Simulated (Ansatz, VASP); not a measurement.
## One calculation of Sc, two programs

```xyz
1
Lattice="2.9353 0.0000 0.0000 0.0000 2.9353 0.0000 0.0000 0.0000 23.8000" Properties=species:S:1:pos:R:3 pbc="T T T"
Sc    1.4676    1.4676    7.0000
```

Alike in both runs: functional PBE; k mesh 20 × 20 × 1; occupations gaussian, width 0.1 eV; collinear spin.

Ansatz relaxed the structure, and its values are those at the end. VASP's run is a single point on that final structure, the one shown.

```csv
,VASP,Ansatz
version,VASP 6.6.1,Ansatz 0.2.0
potentials or method,"VASP PAW PBE potentials, release 64 (Sc_sv), cutoff 520 eV","scalar-relativistic, plane waves, PAW"
valence electrons in the cell,11,11
```

|  | VASP | Ansatz | Ansatz less VASP |
| --- | --- | --- | --- |
| gap on the k mesh at the Fermi level (eV) | none | none | - |
| net moment per atom (μB) | 1.15 | 1.15 | -0.002 |
| size of the moment on the site where the two differ most (μB) | 0.62 | 0.60 | -0.027 |

Site moments also hang on the region over which each program counts them. A gap of «none» marks a metal or a gap that the smearing closes. Ansatz's warnings: xc potential rough in thin density.
